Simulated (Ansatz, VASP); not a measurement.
# One calculation of Pd, two programs

```
CELL_PARAMETERS angstrom
2.71966 0.00000 0.00000
-1.35983 2.35530 0.00000
0.00000 0.00000 4.56384
ATOMIC_POSITIONS crystal
Pd 0.66667 0.33333 0.75000
Pd 0.33333 0.66667 0.25000
```

Alike in both runs: functional PBEsol; k mesh 24 × 24 × 12; occupations gaussian, width 0.1 eV; no spin polarisation.

Ansatz relaxed the structure, and its values are those at the end. VASP's run is a single point on that final structure, the one shown.

|  | VASP | Ansatz |
| --- | --- | --- |
| version | VASP 6.6.1 | Ansatz 0.2.0 |
| potentials or method | VASP PAW PBE potentials, release 64 (Pd), cutoff 520 eV | scalar-relativistic, plane waves, PAW |
| valence electrons in the cell | 20 | 36 |

```tsv
	VASP	Ansatz	Ansatz less VASP
gap on the k mesh at the Fermi level (eV)	none	none	-
pressure (GPa)	-0.3	0.0	+0.32
```

VASP's potentials were made for PBE, not for PBEsol. A gap of «none» marks a metal or a gap that the smearing closes. The functional is the same, so the differences come from potentials, cutoffs and numerics. VASP's potentials hold 20 valence electrons a cell and Ansatz's 36, so a difference there can come from the potentials and not from the codes.
